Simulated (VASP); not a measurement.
Input of a VASP 6.6.1 run:

Contents of INCAR:

```
SYSTEM = LiBr
ALGO = Normal
EDIFF = 1E-6
ENCUT = 750
GGA = PS
GGA_COMPAT = .False.
ISIF = 2
ISMEAR = -1
LASPH = .True.
LCHARG = .False.
LREAL = .False.
LWAVE = .False.
NBANDS = 12
NELM = 120
PREC = Accurate
SIGMA = 0.1
```

File KPOINTS:

```
k-points
0
Gamma
  12 12 12
  0 0 0
```

Contents of POSCAR:

```
LiBr
1.0
    2.7061253006      2.7061253006      0.0000000000
   -2.7061253006      2.7061253006      0.0000000000
    0.0000000000      2.7061253006      2.7061253006
Li Br
1 1
Direct
    0.0000000000      0.0000000000      0.0000000000
    0.5000000000      0.5000000000      0.0000000000
```

Potentials or basis: VASP PAW PBE potentials, release 64 (Li_sv, Br).

Launch:

```bash
$ cat potpaw_PBE.64/Li_sv/POTCAR potpaw_PBE.64/Br/POTCAR > POTCAR
$ mpirun -np 1 vasp_std > vasp.out
```

(1) What does it give for the pressure?

(2) Predict the band gap on the k mesh.

Results:

(1) 0.0 GPa.

(2) 4.98 eV (least direct gap 4.98 eV).

Caveat: the PAW data sets were made with another functional, which shifts forces and pressure a little.
